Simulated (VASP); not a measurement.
Crystal: BaS (rocksalt type).

```
CELL_PARAMETERS angstrom
0.00000 2.93849 2.93849
2.93849 0.00000 2.93849
2.93849 2.93849 0.00000
ATOMIC_POSITIONS crystal
Ba 0.00000 0.00000 0.00000
S 0.50000 0.50000 0.50000
```

| Item | Value |
| --- | --- |
| Program | VASP 6.6.1 |
| Task | relaxation of cell and atoms |
| Functional | LDA |
| Potentials or basis | VASP PAW LDA potentials, release 64 (Ba_sv, S) |
| Cutoff | 600 eV |
| k mesh | 11 × 11 × 11 |
| Occupations | fermi-dirac, width 0.1 eV |
| Spin | no spin polarisation |

At the start: pressure 16.9 GPa; volume 25.37 Å³/atom.

**Question.** How do energy, volume and symmetry change on relaxing?

**Answer.** Over 20 steps the energy falls by 258.4 meV/atom and the volume is 31.29 Å³/atom (+23.3 %); space group Fm-3m (No. 225, to 0.1 Å) before and after.

Step by step:
```tsv
step	energy change (eV)	largest force (eV/Å)	pressure (GPa)	volume (Å³)
1	0.0000	0.0000	16.91	50.75
2	-0.3100	0.0000	-5.48	73.06
3	-0.5167	0.0000	-0.05	62.66
4	-0.5166	0.0000	0.15	62.41
5	-0.5166	0.0000	0.16	62.41
6	-0.5166	0.0000	0.15	62.42
7	-0.5166	0.0000	0.14	62.42
8	-0.5166	0.0000	0.14	62.42
9	-0.5166	0.0000	0.14	62.42
10	-0.5166	0.0000	0.14	62.42
11	-0.5166	0.0000	0.14	62.42
12	-0.5166	0.0000	0.15	62.42
13	-0.5166	0.0000	0.15	62.43
14	-0.5167	0.0000	0.13	62.44
15	-0.5167	0.0000	0.12	62.45
16	-0.5167	0.0000	0.09	62.49
17	-0.5167	0.0000	0.04	62.57
18	-0.5167	0.0000	-0.10	62.72
19	-0.5167	0.0000	-0.04	62.61
20	-0.5167	0.0000	0.00	62.59
```

Final structure:
```cif
data_structure
_symmetry_space_group_name_H-M 'P 1'
_symmetry_Int_Tables_number 1
_cell_length_a 4.4566
_cell_length_b 4.4566
_cell_length_c 4.4566
_cell_angle_alpha 60.000
_cell_angle_beta 60.000
_cell_angle_gamma 60.000
_cell_volume 62.59
loop_
_atom_site_label
_atom_site_type_symbol
_atom_site_fract_x
_atom_site_fract_y
_atom_site_fract_z
_atom_site_occupancy
Ba1 Ba 0.00000 0.00000 0.00000 1
S1 S 0.50000 0.50000 0.50000 1
```

Caveat: the volume moved by over 15 % at a fixed basis, so the end points are rough.
